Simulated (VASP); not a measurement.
Set up this calculation in VASP 6.6.1, as the native input.

```yaml
Task: single point
Functional: PBE
Potentials_or_basis: VASP PAW PBE potentials, release 64 (Pb_d, Se)
Cutoff: 520 eV
k_mesh: 6 × 6 × 8
Occupations: gaussian, width 0.05 eV
Spin: no spin polarisation
Dipole_correction: no
Further_INCAR_settings: ALGO = Normal; EDIFF = 1e-06; NBANDS = 28
```

The structure of PbSe lies in POSCAR:

```
PbSe
1.0
    5.3984199761      0.0000000000      0.0000000000
    0.0000000000      5.3984199761      0.0000000000
    0.0000000000      0.0000000000      4.5595446127
Pb Se
2 2
Direct
    0.5000000000      0.0000000000      0.2816873817
    0.0000000000      0.5000000000      0.7183126183
    0.0000000000      0.0000000000      0.0000000000
    0.5000000000      0.5000000000      0.0000000000
```

The input as run:

INCAR

```
SYSTEM = PbSe
ALGO = Normal
EDIFF = 1E-6
ENCUT = 520
GGA = PE
ISIF = 2
ISMEAR = 0
LASPH = .True.
LCHARG = .False.
LREAL = .False.
LWAVE = .False.
NBANDS = 28
NELM = 80
PREC = Accurate
SIGMA = 0.05
```

KPOINTS

```
k-points
0
Gamma
  6 6 8
  0 0 0
```

Potentials or basis: VASP PAW PBE potentials, release 64 (Pb_d, Se).

Command:

```console
$ cat potpaw_PBE.64/Pb_d/POTCAR potpaw_PBE.64/Se/POTCAR > POTCAR
$ mpirun -np 1 vasp_std > vasp.out
```

Results of the run:

```yaml
Pressure: -1.0 GPa
Largest_force: 0.004 eV/Å
Band_gap_on_the_k_mesh: 0.66 eV (least direct gap 1.12 eV)
```

Caveat: spin-orbit coupling is left out, which moves the levels of the heavy elements.

Wall time 58 s on 1 thread of Intel(R) Xeon(R) 6975P-C (Granite Rapids) (shared host), peak memory 0.32 GiB.
